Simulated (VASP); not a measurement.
# InSe in VASP: a series of runs, part 2 of 2

VASP 6.6.1. Earlier steps stand in the parts before.

## (4) Single point, PBEsol (27.66 Å³/atom)

This run uses another cell than the first one, of 27.66 Å³/atom.

INCAR reads:

```
SYSTEM = InSe
PREC = Accurate
ENCUT = 520
EDIFF = 1E-6
ISMEAR = -1
SIGMA = 0.01
LREAL = .False.
LASPH = .True.
NELM = 60
ALGO = Normal
ISIF = 2
LWAVE = .False.
LCHARG = .False.
GGA = PS
NBANDS = 27
```

KPOINTS reads:

```
Automatic mesh
0
Gamma
  7 7 7
  0 0 0
```

POSCAR reads:

```
InSe
1.0
    1.9729693145      1.1390943648      8.2042687889
   -1.9729693145      1.1390943648      8.2042687889
    0.0000000000     -2.2781887297      8.2042687889
In Se
2 2
Direct
    0.0000000000      0.0000000000      0.0000000000
    0.1122000000      0.1122000000      0.1122000000
    0.6155000000      0.6155000000      0.6155000000
    0.8300000000      0.8300000000      0.8300000000
```

Potentials or basis: VASP PAW PBE potentials, release 64 (In_d, Se).

Launch:

```console
$ cat potpaw_PBE.64/In_d/POTCAR potpaw_PBE.64/Se/POTCAR > POTCAR
$ mpirun -np 1 vasp_std > vasp.out
```

OUTCAR:

```text
SYSTEM = InSe
   PREC = Accurate
   ENCUT = 520
   EDIFF = 1E-6
   ISMEAR = -1
   LREAL = .False.
   LASPH = .True.
   NELM = 60
   ISIF = 2
   GGA = PS

 ion  position               nearest neighbor table
   1  0.000  0.000  0.000-   3 2.60   3 2.60   3 2.60   2 2.76
   2  0.112  0.112  0.112-   4 2.60   4 2.60   4 2.60   1 2.76
   3  0.615  0.615  0.615-   1 2.60   1 2.60   1 2.60
   4  0.830  0.830  0.830-   2 2.60   2 2.60   2 2.60

  LATTYP: Found a trigonal (rhomboedric) cell.
 ALAT       =     8.5147031803
 COS(alpha) =     0.8926179648

  Lattice vectors:

 A1 = (   1.9729693145,   1.1390943648,   8.2042687889)
 A2 = (  -1.9729693145,   1.1390943648,   8.2042687889)
 A3 = (   0.0000000000,  -2.2781887297,   8.2042687889)

Analysis of symmetry for initial positions (statically):
=====================================================================
 Subroutine PRICEL returns:
 Original cell was already a primitive cell.

 Routine SETGRP: Setting up the symmetry group for a
 trigonal (rhombohedral) supercell.

 Subroutine GETGRP returns: Found  6 space group operations
 (whereof  6 operations were pure point group operations)
 out of a pool of 12 trial point group operations.

The static configuration has the point symmetry C_3v.

Analysis of symmetry for dynamics (positions and initial velocities):
=====================================================================
 Subroutine PRICEL returns:
 Original cell was already a primitive cell.

 Routine SETGRP: Setting up the symmetry group for a
 trigonal (rhombohedral) supercell.

 Subroutine GETGRP returns: Found  6 space group operations
 (whereof  6 operations were pure point group operations)
 out of a pool of 12 trial point group operations.

The dynamic configuration has the point symmetry C_3v.

 Subroutine INISYM returns: Found  6 space group operations
 (whereof  6 operations are pure point group operations),
 and found     1 'primitive' translations

----------------------------------------------------------------------------------------

                                     Primitive cell

  volume of cell :     110.6296

  direct lattice vectors                    reciprocal lattice vectors
     1.972969315  1.139094365  8.204268789     0.253425127  0.146315066  0.040629256
    -1.972969315  1.139094365  8.204268789    -0.253425127  0.146315066  0.040629256
     0.000000000 -2.278188730  8.204268789     0.000000000 -0.292630131  0.040629256

  length of vectors
     8.514703180  8.514703180  8.514703180     0.295437185  0.295437185  0.295437185

  position of ions in fractional coordinates (direct lattice)
     0.000000000  0.000000000  0.000000000
     0.112200000  0.112200000  0.112200000
     0.615500000  0.615500000  0.615500000
     0.830000000  0.830000000  0.830000000

  ion indices of the primitive-cell ions
   primitive index   ion index
                 1           1
                 2           2
                 3           3
                 4           4

----------------------------------------------------------------------------------------

 KPOINTS: Automatic mesh

Automatic generation of k-mesh.
 Grid dimensions read from file:
 generate k-points for:    7    7    7

 Generating k-lattice:

  Cartesian coordinates                     Fractional coordinates (reciprocal lattice)
     0.036203590  0.020902152  0.005804179     0.142857143 -0.000000000  0.000000000
    -0.036203590  0.020902152  0.005804179    -0.000000000  0.142857143  0.000000000
     0.000000000 -0.041804304  0.005804179    -0.000000000 -0.000000000  0.142857143

  Length of vectors
     0.042205312  0.042205312  0.042205312

  Shift w.r.t. Gamma in fractional coordinates (k-lattice)
     0.000000000  0.000000000  0.000000000

 Subroutine IBZKPT returns following result:
 ===========================================

 Found     44 irreducible k-points:

 Following reciprocal coordinates:
            Coordinates               Weight
  0.000000  0.000000  0.000000      1.000000
  0.142857  0.000000  0.000000      6.000000
  0.285714  0.000000  0.000000      6.000000
  0.428571  0.000000  0.000000      6.000000
  0.142857  0.142857  0.000000      6.000000
  0.285714  0.142857  0.000000     12.000000
[... 16 lines left out ...]
  0.285714  0.285714  0.142857      6.000000
  0.428571  0.285714  0.142857     12.000000
 [... further k-points ...]
   k-points           NKPTS =     44   k-points in BZ     NKDIM =     44   number of bands    NBANDS=     27
   number of dos      NEDOS =    301   number of ions     NIONS =      4
   total plane-waves  NPLWV = 262144
   dimension x,y,z NGX =    64 NGY =   64 NGZ =   64
   dimension x,y,z NGXF=   128 NGYF=  128 NGZF=  128
   ions per type =               2   2
   NGX,Y,Z   is equivalent  to a cutoff of  12.50, 12.50, 12.50 a.u.
   NGXF,Y,Z  is equivalent  to a cutoff of  24.99, 24.99, 24.99 a.u.
 SYSTEM =  InSe
   PREC   = accura    normal or accurate (medium, high low for compatibility)
   ISTART =      0    job   : 0-new  1-cont  2-samecut
   ICHARG =      2    charge: 1-file 2-atom 10-const
   ISPIN  =      1    spin polarized calculation?
   LNONCOLLINEAR =      F non collinear calculations
   LSORBIT =      F    spin-orbit coupling
   LASPH  =      T    aspherical Exc in radial PAW
   ENCUT  =  520.0 eV  38.22 Ry    6.18 a.u.  15.83 15.83 15.83*2*pi/ulx,y,z
   NELM   =     60;   NELMIN=  2; NELMDL= -5     # of ELM steps
   EDIFF  = 0.1E-05   stopping-criterion for ELM
   LREAL  =      F    real-space projection
   EDIFFG = 0.1E-04   stopping-criterion for IOM
   NSW    =      0    number of steps for IOM
   IBRION =     -1    ionic relax: 0-MD 1-quasi-New 2-CG
   NFREE  =      0    steps in history (QN), initial steepest desc. (CG)
   ISIF   =      2    stress and relaxation
   ISYM   =      2    0-nonsym 1-usesym 2-fastsym
   POTIM  = 0.5000    time-step for ionic-motion
   TEBEG  =    0.0;   TEEND  =   0.0 temperature during run
   PSTRESS=    0.0 pullay stress
   NELECT =      38.0000    total number of electrons
   NUPDOWN=      -1.0000    fix difference up-down
   EMIN   =  10.00;   EMAX   =-10.00  energy-range for DOS
   EFERMI =   0.00;   METHOD = LEGACY
   ISMEAR =    -1;   SIGMA  =   0.01  broadening in eV -4-tet -1-fermi 0-gaus
   EFERMI_NEDOS =   21; number of points for ismear=-14 and -15
   IALGO  =     38    algorithm
   IMIX   =      4    mixing-type and parameters
     AMIX     =   0.40;   BMIX     =  1.00
     AMIX_MAG =   1.60;   BMIX_MAG =  1.00
  volume/ion in A,a.u.               =      27.66       186.64
  Fermi-wavevector in a.u.,A,eV,Ry     =   1.146513  2.166595 17.884750  1.314492
  Thomas-Fermi vector in A             =   2.283197
   LORBIT       =      0    0 simple, 1 ext, 2 COOP (PROOUT), +10 PAW based schemes
   GGA     = PS    functional components
   LHFCALC =     F    Hartree Fock is set to
   AEXX    =    0.0000 exact exchange contribution
   IVDW    =     0    specifies the selected vdW correction
   LEPSILON=     F    determine dielectric tensor
   LRPA    =     F    only Hartree local field effects (RPA)
 non-spin polarized calculation
  energy-cutoff  :      520.00
  volume of cell :      110.63
 maximum number of plane-waves:      3021
   NGX = 31   NGY = 31   NGZ = 31

 number of electron      37.9999993 magnetization

 Free energy of the ion-electron system (eV)
  ---------------------------------------------------
  ext. energy  EPLUGINS =         0.00000000
  ---------------------------------------------------
  free energy    TOTEN  =       -15.54938985 eV

  energy without entropy =      -15.54938985  energy(sigma->0) =      -15.54938985

 E-fermi :   4.6291     XC(G=0):  -9.3646

 val. band max:        4.4078435826   @ k =  -0.4286   0.4286   0.4286
 cond. band min:       5.1652141907   @ k =   0.4286   0.4286   0.4286
 fundamental gap:      0.7573706082
 Fermi energy:         4.6291038103

 k-point     1 :       0.0000    0.0000    0.0000
  band No.  band energies     occupation
      1     -10.3146      2.00000
      2     -10.1070      2.00000
      3     -10.1070      2.00000
      4     -10.0170      2.00000
      5     -10.0170      2.00000
      6      -9.9959      2.00000
[... 19 lines left out ...]
     26      10.0129      0.00000
     27      12.1928      0.00000
[... 667 lines left out ...]
      5     -10.0090      2.00000
      6      -9.9768      2.00000
[... 19 lines left out ...]
     26      11.0422      0.00000
     27      11.7043      0.00000

 [... further k-points ...]

------------------------ aborting loop because EDIFF is reached ----------------------------------------

  FORCE on cell =-STRESS in cart. coord.  units (eV):
  Direction    XX          YY          ZZ          XY          YZ          ZX
  --------------------------------------------------------------------------------------
  -------------------------------------------------------------------------------------
  Total        2.0306713      2.0306713      1.4921465      0.0000000     -0.0000000      0.0000000
  in kB       29.4089176     29.4089176     21.6098061      0.0000000     -0.0000000      0.0000000
  external PRESSURE =      26.8092137 kB  Pullay stress =       0.0000000 kB

 VOLUME and BASIS-vectors are now :
 -----------------------------------------------------------------------------
  energy-cutoff  :      520.00
  volume of cell :      110.63
      direct lattice vectors                 reciprocal lattice vectors
     1.972969315  1.139094365  8.204268789     0.253425127  0.146315066  0.040629256
    -1.972969315  1.139094365  8.204268789    -0.253425127  0.146315066  0.040629256
     0.000000000 -2.278188730  8.204268789     0.000000000 -0.292630131  0.040629256

 POSITION                                       TOTAL-FORCE (eV/Angst)
 -----------------------------------------------------------------------------------
      0.00000      0.00000      0.00000         0.000000     -0.000000      0.338730
      0.00000     -0.00000      2.76156         0.000000      0.000000     -0.335082
      0.00000     -0.00000     15.14918         0.000000      0.000000     -0.350110
      0.00000     -0.00000     20.42863         0.000000     -0.000000      0.346461
 -----------------------------------------------------------------------------------
    total drift:                               -0.000000     -0.000000      0.000842

  FREE ENERGIE OF THE ION-ELECTRON SYSTEM (eV)
  ---------------------------------------------------
  free  energy   TOTEN  =       -15.5493898467 eV

  energy  without entropy=      -15.5493898467  energy(sigma->0) =      -15.54938985
```

Wall time 3.7 min (1 thread of Intel Xeon 6975P-C (Granite Rapids), shared host); peak memory 0.58 GiB.

Results:

```yaml
Free_energy: -15.5494 eV
Pressure: 2.7 GPa
Largest_force: 0.350 eV/Å
Band_gap_on_the_k_mesh: 0.76 eV (least direct gap 0.77 eV)
```

Forces on the atoms (eV/Å):
```
In   0.000  0.000  0.339
In   0.000  0.000 -0.335
Se   0.000  0.000 -0.350
Se   0.000  0.000  0.346
```

Stress tensor (GPa, compression positive):
```
2.94 0.00 0.00
0.00 2.94 0.00
0.00 0.00 2.16
```

Levels at points of the mesh, in eV from the valence-band top:
```tsv
k point	band 15	band 16	band 17	band 18	band 19	band 20	band 21	band 22	band 23	band 24
(0.00, 0.00, 0.00)	-1.57	-1.25	-1.25	-1.11	-1.11	1.96	2.23	4.52	4.52	5.27
```

Caveat: the PAW data sets were made with another functional, which shifts forces and pressure a little; spin-orbit coupling is left out, which moves the levels of the heavy elements; an odd mesh through Γ misses points on the zone boundary, where band edges can lie.

## (5) Single point, PBEsol (28.23 Å³/atom)

This run uses another cell than the first one, of 28.23 Å³/atom.

INCAR reads:

```
SYSTEM = InSe
ALGO = Normal ; EDIFF = 1E-7
ENCUT = 520 ; GGA = PS
ISIF = 2 ; ISMEAR = -1
LASPH = .TRUE. ; LCHARG = .FALSE.
LREAL = .FALSE. ; LWAVE = .FALSE.
NBANDS = 27 ; NELM = 100
PREC = Accurate ; SIGMA = 0.01
```

KPOINTS reads:

```
k-points
0
G
  7 7 7
  0 0 0
```

POSCAR reads:

```
InSe
1.0
    1.9865764294      1.1469504363      8.2608517410
   -1.9865764294      1.1469504363      8.2608517410
    0.0000000000     -2.2939008726      8.2608517410
In Se
2 2
Direct
    0.0000000000      0.0000000000      0.0000000000
    0.1122000000      0.1122000000      0.1122000000
    0.6155000000      0.6155000000      0.6155000000
    0.8300000000      0.8300000000      0.8300000000
```

Potentials or basis: VASP PAW PBE potentials, release 64 (In_d, Se).

Launch:

```console
$ cat potpaw_PBE.64/In_d/POTCAR potpaw_PBE.64/Se/POTCAR > POTCAR
$ mpirun -np 1 vasp_std > vasp.out
```

OUTCAR:

```text
SYSTEM = InSe
   EDIFF = 1E-7
   ENCUT = 520
   GGA = PS
   ISIF = 2
   ISMEAR = -1
   LASPH = .TRUE.
   LREAL = .FALSE.
   NELM = 100
   PREC = Accurate

 ion  position               nearest neighbor table
   1  0.000  0.000  0.000-   3 2.62   3 2.62   3 2.62   2 2.78
   2  0.112  0.112  0.112-   4 2.62   4 2.62   4 2.62   1 2.78
   3  0.615  0.615  0.615-   1 2.62   1 2.62   1 2.62
   4  0.830  0.830  0.830-   2 2.62   2 2.62   2 2.62

  LATTYP: Found a trigonal (rhomboedric) cell.
 ALAT       =     8.5734271269
 COS(alpha) =     0.8926179648

[... 915 lines left out ...]
  Direction    XX          YY          ZZ          XY          YZ          ZX
  --------------------------------------------------------------------------------------
  -------------------------------------------------------------------------------------
  Total        1.1709398      1.1709398      0.6926280      0.0000000      0.0000000      0.0000000
  in kB       16.6118933     16.6118933      9.8261773      0.0000000      0.0000000      0.0000000
  external PRESSURE =      14.3499880 kB  Pullay stress =       0.0000000 kB

 VOLUME and BASIS-vectors are now :
 -----------------------------------------------------------------------------
  energy-cutoff  :      520.00
  volume of cell :      112.93
      direct lattice vectors                 reciprocal lattice vectors
     1.986576429  1.146950436  8.260851741     0.251689284  0.145312876  0.040350964
    -1.986576429  1.146950436  8.260851741    -0.251689284  0.145312876  0.040350964
     0.000000000 -2.293900873  8.260851741     0.000000000 -0.290625752  0.040350964

 POSITION                                       TOTAL-FORCE (eV/Angst)
 -----------------------------------------------------------------------------------
      0.00000      0.00000      0.00000         0.000000      0.000000      0.252476
      0.00000      0.00000      2.78060         0.000000     -0.000000     -0.250462
      0.00000      0.00000     15.25366         0.000000      0.000000     -0.182743
      0.00000      0.00000     20.56952         0.000000      0.000000      0.180729
 -----------------------------------------------------------------------------------
    total drift:                               -0.000000     -0.000000      0.000477

  FREE ENERGIE OF THE ION-ELECTRON SYSTEM (eV)
  ---------------------------------------------------
  free  energy   TOTEN  =       -15.5793954318 eV

  energy  without entropy=      -15.5793954318  energy(sigma->0) =      -15.57939543
```

stdout:

```text
POSCAR found type information on POSCAR InSe
 POSCAR found :  2 types and       4 ions
 scaLAPACK will be used
 -----------------------------------------------------------------------------
|                                                                             |
|                                                                             |
|     You enforced a specific xc type in the INCAR file but a different       |
|     I HOPE YOU KNOW WHAT YOU ARE DOING!                                     |
|                                                                             |
 -----------------------------------------------------------------------------

 LDA part: xc-table for (Slater+PW92), standard interpolation
 POSCAR, INCAR and KPOINTS ok, starting setup
 FFT: planning ... GRIDC
 FFT: planning ... GRID_SOFT
 FFT: planning ... GRID
 WAVECAR not read
 entering main loop
```

Wall time 4.3 min (1 thread of Intel Xeon 6975P-C (Granite Rapids), shared host); peak memory 0.57 GiB.

What came out:

- Free energy: -15.5794 eV
- Pressure: 1.4 GPa
- Largest force: 0.252 eV/Å
- Band gap on the k mesh: 0.71 eV (least direct gap 0.73 eV)

Forces on the atoms (eV/Å):
```
In   0.000  0.000  0.252
In   0.000  0.000 -0.250
Se   0.000  0.000 -0.183
Se   0.000  0.000  0.181
```

Caveat: the PAW data sets were made with another functional, which shifts forces and pressure a little; spin-orbit coupling is left out, which moves the levels of the heavy elements; an odd mesh through Γ misses points on the zone boundary, where band edges can lie.

## (6) Summary

| cell | gap on the mesh (eV) | pressure (GPa) | largest force (eV/Å) |
| --- | --- | --- | --- |
| a = 8.665, b = 8.621, c = 8.609 Å, angles 26.7, 26.9, 26.8°, 4 atoms | 0.65 | 0.3 | 0.21 |
| a = 8.455 Å, angles 26.8°, 4 atoms | 0.81 | 4.1 | 0.53 |
| a = 8.515 Å, angles 26.8°, 4 atoms | 0.76 | 2.7 | 0.35 |
| a = 8.573 Å, angles 26.8°, 4 atoms | 0.71 | 1.4 | 0.25 |

Alike in all rows: task single point; level PBEsol; potentials or basis VASP PAW PBE potentials, release 64 (In_d, Se); no spin polarisation; k mesh 7 × 7 × 7; cutoff (eV) 520; smearing fermi-dirac 0.01 eV.

Caveats: the PAW data sets were made with another functional, which shifts forces and pressure a little; spin-orbit coupling is left out, which moves the levels of the heavy elements; an odd mesh through Γ misses points on the zone boundary, where band edges can lie; the cell stands under pressure (at least some runs).

Absolute energies hang on the potentials; compare differences alone.
